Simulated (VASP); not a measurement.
# Mo (Im-3m) in VASP: single point with r2SCAN

Aim: the single point of Mo with r2SCAN.

All numbers are computed with VASP 6.6.1; they aren't measurements. Logs are shortened: lines on timing, memory, paths and dates and some standing lists are left out, and cuts for length are marked.

**1. The cell of the first run**

Symmetry: Im-3m, No. 229, cubic system. The conventional cell has a = 3.150 Å, b = 3.150 Å, c = 3.150 Å, α = 90.00°, β = 90.00°, γ = 90.00°. Within 3.6 Å of Mo (site symmetry m-3m) lie 14 Mo at 2.73 to 3.15 Å.

**2. Single point, r2SCAN**

The input, POSCAR:

```
Mo
1.0
   -1.5749987402      1.5749987402      1.5749987402
    1.5749987402     -1.5749987402      1.5749987402
    1.5749987402      1.5749987402     -1.5749987402
Mo
1
Direct
    0.0000000000      0.0000000000      0.0000000000
```

The input, INCAR.step1:

```
ALGO     = Normal         # electronic algorithm
EDIFF    = 1E-4           # SCF threshold, eV
ENCUT    = 520            # plane-wave cutoff, eV
GGA      = PE             # functional
ISMEAR   = 0              # smearing method
LASPH    = True           # aspherical terms in the spheres
LCHARG   = False          # write CHGCAR
LREAL    = False          # projectors in reciprocal space
LWAVE    = True           # write WAVECAR
NBANDS   = 13             # bands
NELM     = 80             # most SCF steps
PREC     = Accurate       # precision mode
SIGMA    = 0.05           # smearing width, eV
```

The input, INCAR.step2:

```
ALGO     = Normal         # electronic algorithm
EDIFF    = 1E-6           # SCF threshold, eV
ENCUT    = 520            # plane-wave cutoff, eV
ISIF     = 2              # what is computed and relaxed
ISMEAR   = 0              # smearing method
ISTART   = 1            
LASPH    = True           # aspherical terms in the spheres
LCHARG   = False          # write CHGCAR
LMIXTAU  = True         
LREAL    = False          # projectors in reciprocal space
LWAVE    = False          # write WAVECAR
METAGGA  = R2SCAN         # meta-GGA
NBANDS   = 13             # bands
NELM     = 80             # most SCF steps
PREC     = Accurate       # precision mode
SIGMA    = 0.05           # smearing width, eV
```

The input, KPOINTS:

```
k-points
0
Gamma
  16 16 16
```

Potentials or basis: VASP PAW PBE potentials, release 64 (Mo_sv).

Run with:

```console
$ cat potpaw_PBE.64/Mo_sv/POTCAR > POTCAR
$ cp INCAR.step1 INCAR
$ mpirun -np 1 vasp_std > vasp.out
$ cp INCAR.step2 INCAR
$ mpirun -np 1 vasp_std > vasp.out
```

OUTCAR:

```text
EDIFF = 1E-6
   ENCUT = 520
   ISIF = 2
   ISMEAR = 0
   ISTART = 1
   LASPH = True
   LREAL = False
   METAGGA = R2SCAN
   NELM = 80
   PREC = Accurate

 ion  position               nearest neighbor table
   1  0.000  0.000  0.000-

  LATTYP: Found a body centered cubic cell.
 ALAT       =     3.1499974804

  Lattice vectors:

 A1 = (  -1.5749987402,   1.5749987402,   1.5749987402)
 A2 = (   1.5749987402,  -1.5749987402,   1.5749987402)
 A3 = (   1.5749987402,   1.5749987402,  -1.5749987402)

Analysis of symmetry for initial positions (statically):
=====================================================================
 Subroutine PRICEL returns:
 Original cell was already a primitive cell.

 Routine SETGRP: Setting up the symmetry group for a
 body centered cubic supercell.

 Subroutine GETGRP returns: Found 48 space group operations
 (whereof 48 operations were pure point group operations)
 out of a pool of 48 trial point group operations.

The static configuration has the point symmetry O_h .

Analysis of symmetry for dynamics (positions and initial velocities):
=====================================================================
 Subroutine PRICEL returns:
 Original cell was already a primitive cell.

 Routine SETGRP: Setting up the symmetry group for a
 body centered cubic supercell.

 Subroutine GETGRP returns: Found 48 space group operations
 (whereof 48 operations were pure point group operations)
 out of a pool of 48 trial point group operations.

The dynamic configuration has the point symmetry O_h .

 Subroutine INISYM returns: Found 48 space group operations
 (whereof 48 operations are pure point group operations),
 and found     1 'primitive' translations

----------------------------------------------------------------------------------------

                                     Primitive cell

  volume of cell :      15.6279

  direct lattice vectors                    reciprocal lattice vectors
    -1.574998740  1.574998740  1.574998740     0.000000000  0.317460571  0.317460571
     1.574998740 -1.574998740  1.574998740     0.317460571  0.000000000  0.317460571
     1.574998740  1.574998740 -1.574998740     0.317460571  0.317460571  0.000000000

  length of vectors
     2.727977840  2.727977840  2.727977840     0.448957046  0.448957046  0.448957046

  position of ions in fractional coordinates (direct lattice)
     0.000000000  0.000000000  0.000000000

  ion indices of the primitive-cell ions
   primitive index   ion index
                 1           1

----------------------------------------------------------------------------------------

 KPOINTS: k-points

Automatic generation of k-mesh.
 Grid dimensions read from file:
 generate k-points for:   16   16   16

 Generating k-lattice:

  Cartesian coordinates                     Fractional coordinates (reciprocal lattice)
     0.000000000  0.019841286  0.019841286     0.062500000  0.000000000  0.000000000
     0.019841286  0.000000000  0.019841286     0.000000000  0.062500000  0.000000000
     0.019841286  0.019841286  0.000000000     0.000000000  0.000000000  0.062500000

  Length of vectors
     0.028059815  0.028059815  0.028059815

  Shift w.r.t. Gamma in fractional coordinates (k-lattice)
     0.000000000  0.000000000  0.000000000

 Subroutine IBZKPT returns following result:
 ===========================================

 Found    145 irreducible k-points:

 Following reciprocal coordinates:
            Coordinates               Weight
  0.000000  0.000000  0.000000      1.000000
  0.062500  0.000000  0.000000     12.000000
  0.125000  0.000000  0.000000     12.000000
  0.187500  0.000000  0.000000     12.000000
  0.250000  0.000000  0.000000     12.000000
  0.312500  0.000000  0.000000     12.000000
[... 16 lines left out ...]
  0.187500  0.187500  0.000000     24.000000
  0.250000  0.187500 -0.000000     48.000000
 [... further k-points ...]
   k-points           NKPTS =    145   k-points in BZ     NKDIM =    145   number of bands    NBANDS=     13
   number of dos      NEDOS =    301   number of ions     NIONS =      1
   total plane-waves  NPLWV =   8000
   dimension x,y,z NGX =    20 NGY =   20 NGZ =   20
   dimension x,y,z NGXF=    40 NGYF=   40 NGZF=   40
   ions per type =               1
   NGX,Y,Z   is equivalent  to a cutoff of  12.19, 12.19, 12.19 a.u.
   NGXF,Y,Z  is equivalent  to a cutoff of  24.38, 24.38, 24.38 a.u.
 SYSTEM =  unknown system
   PREC   = accura    normal or accurate (medium, high low for compatibility)
   ISTART =      1    job   : 0-new  1-cont  2-samecut
   ICHARG =      0    charge: 1-file 2-atom 10-const
   ISPIN  =      1    spin polarized calculation?
   LNONCOLLINEAR =      F non collinear calculations
   LSORBIT =      F    spin-orbit coupling
   LASPH  =      T    aspherical Exc in radial PAW
   ENCUT  =  520.0 eV  38.22 Ry    6.18 a.u.   5.07  5.07  5.07*2*pi/ulx,y,z
   NELM   =     80;   NELMIN=  2; NELMDL=  0     # of ELM steps
   EDIFF  = 0.1E-05   stopping-criterion for ELM
   LREAL  =      F    real-space projection
   EDIFFG = 0.1E-04   stopping-criterion for IOM
   NSW    =      0    number of steps for IOM
   IBRION =     -1    ionic relax: 0-MD 1-quasi-New 2-CG
   NFREE  =      0    steps in history (QN), initial steepest desc. (CG)
   ISIF   =      2    stress and relaxation
   ISYM   =      2    0-nonsym 1-usesym 2-fastsym
   POTIM  = 0.5000    time-step for ionic-motion
   TEBEG  =    0.0;   TEEND  =   0.0 temperature during run
   PSTRESS=    0.0 pullay stress
   NELECT =      14.0000    total number of electrons
   NUPDOWN=      -1.0000    fix difference up-down
   EMIN   =  10.00;   EMAX   =-10.00  energy-range for DOS
   EFERMI =   0.00;   METHOD = LEGACY
   ISMEAR =     0;   SIGMA  =   0.05  broadening in eV -4-tet -1-fermi 0-gaus
   EFERMI_NEDOS =   21; number of points for ismear=-14 and -15
   IALGO  =     38    algorithm
   IMIX   =      4    mixing-type and parameters
     AMIX     =   0.40;   BMIX     =  1.00
     AMIX_MAG =   1.60;   BMIX_MAG =  1.00
  volume/ion in A,a.u.               =      15.63       105.46
  Fermi-wavevector in a.u.,A,eV,Ry     =   1.578159  2.982287 33.886458  2.490584
  Thomas-Fermi vector in A             =   2.678732
   LORBIT       =      0    0 simple, 1 ext, 2 COOP (PROOUT), +10 PAW based schemes
   METAGGA = R2SCAN    functional components
   LHFCALC =     F    Hartree Fock is set to
   AEXX    =    0.0000 exact exchange contribution
   IVDW    =     0    specifies the selected vdW correction
   LEPSILON=     F    determine dielectric tensor
   LRPA    =     F    only Hartree local field effects (RPA)
 non-spin polarized calculation
 Gauss-broadening in eV      SIGMA  =   0.05
  energy-cutoff  :      520.00
  volume of cell :       15.63
 maximum number of plane-waves:       434
   NGX = 11   NGY = 11   NGZ = 11

 number of electron      14.0000002 magnetization

 Free energy of the ion-electron system (eV)
  ---------------------------------------------------
  ext. energy  EPLUGINS =         0.00000000
  ---------------------------------------------------
  free energy    TOTEN  =       -26.08370369 eV

  energy without entropy =      -26.08333595  energy(sigma->0) =      -26.08351982

 E-fermi :  12.5534     XC(G=0): -14.6365

 val. band max:       12.5420812555   @ k =  -0.1875   0.1875   0.0625
 cond. band min:      12.5869614179   @ k =   0.4375   0.1250  -0.0000
 fundamental gap:      0.0448801624
 Fermi energy:        12.5533788939

 k-point     1 :       0.0000    0.0000    0.0000
  band No.  band energies     occupation
      1     -50.6612      2.00000
      2     -23.1328      2.00000
      3     -23.1328      2.00000
      4     -23.1328      2.00000
      5       4.8908      2.00000
      6      11.1338      2.00000
      7      11.1338      2.00000
      8      11.1338      2.00000
      9      14.4729      0.00000
     10      14.4729      0.00000
     11      28.0500      0.00000
     12      28.0500      0.00000
     13      28.0500      0.00000

 k-point     2 :       0.0625    0.0000    0.0000
  band No.  band energies     occupation
      1     -50.6503      2.00000
      2     -23.1944      2.00000
      3     -23.1516      2.00000
      4     -23.1332      2.00000
      5       5.0730      2.00000
      6      11.0299      2.00000
      7      11.1154      2.00000
      8      11.3035      2.00000
      9      14.3178      0.00000
     10      14.4741      0.00000
     11      28.1853      0.00000
     12      28.3565      0.00000
     13      28.4029      0.00000

 k-point     3 :       0.1250    0.0000    0.0000
  band No.  band energies     occupation
      1     -50.6191      2.00000
      2     -23.3678      2.00000
      3     -23.2050      2.00000
      4     -23.1345      2.00000
      5       5.5853      2.00000
      6      10.7469      2.00000
      7      11.0344      2.00000
      8      11.8036      2.00000
      9      14.0022      0.00000
     10      14.4870      0.00000
     11      28.4819      0.00000
     12      29.2234      0.00000
     13      29.2427      0.00000
[... 305 lines left out ...]
 k-point    23 :       0.1875    0.1875    0.0000
  band No.  band energies     occupation
      1     -50.4468      2.00000
      2     -24.1648      2.00000
      3     -23.4953      2.00000
      4     -23.2428      2.00000
      5       7.9716      2.00000
      6       9.7467      2.00000
      7      10.2170      2.00000
      8      13.5726      0.00000
      9      15.0918      0.00000
     10      15.8827      0.00000
     11      27.6569      0.00000
     12      28.8100      0.00000
     13      32.2752      0.00000

 k-point    24 :       0.2500    0.1875   -0.0000
  band No.  band energies     occupation
      1     -50.4022      2.00000
      2     -24.3159      2.00000
      3     -23.6212      2.00000
      4     -23.2627      2.00000
      5       8.1451      2.00000
      6       9.4930      2.00000
      7      10.6220      2.00000
      8      13.7991      0.00000
      9      15.2337      0.00000
     10      17.3835      0.00000
     11      26.4578      0.00000
     12      27.8901      0.00000
     13      31.1066      0.00000

 [... further k-points ...]
[... 5 lines left out ...]
  --------------------------------------------------------------------------------------
  -------------------------------------------------------------------------------------
  Total        0.0979781      0.0979781      0.0979781      0.0000000      0.0000000     -0.0000000
  in kB       10.0447490     10.0447490     10.0447490      0.0000000      0.0000000     -0.0000000
  external PRESSURE =      10.0447490 kB  Pullay stress =       0.0000000 kB

 VOLUME and BASIS-vectors are now :
 -----------------------------------------------------------------------------
  energy-cutoff  :      520.00
  volume of cell :       15.63
      direct lattice vectors                 reciprocal lattice vectors
    -1.574998740  1.574998740  1.574998740     0.000000000  0.317460571  0.317460571
     1.574998740 -1.574998740  1.574998740     0.317460571  0.000000000  0.317460571
     1.574998740  1.574998740 -1.574998740     0.317460571  0.317460571  0.000000000

 POSITION                                       TOTAL-FORCE (eV/Angst)
 -----------------------------------------------------------------------------------
      0.00000      0.00000      0.00000         0.000000     -0.000000     -0.000000
 -----------------------------------------------------------------------------------
    total drift:                                0.000000     -0.000000      0.000000

  FREE ENERGIE OF THE ION-ELECTRON SYSTEM (eV)
  ---------------------------------------------------
  free  energy   TOTEN  =       -26.0837036933 eV

  energy  without entropy=      -26.0833359538  energy(sigma->0) =      -26.08351982
```

Wall time 36 s (1 thread of Intel Xeon 6975P-C (Granite Rapids), shared host); peak memory 0.14 GiB.

Results:

| Quantity | Value |
| --- | --- |
| Free energy | -26.0837 eV |
| Pressure | 1.0 GPa |
| Band gap on the k mesh | zero (band 7 reaches 16.70 eV, above the bottom of band 8 at 11.13 eV) |

Caveat: the PAW data sets were made with another functional, which shifts forces and pressure a little.
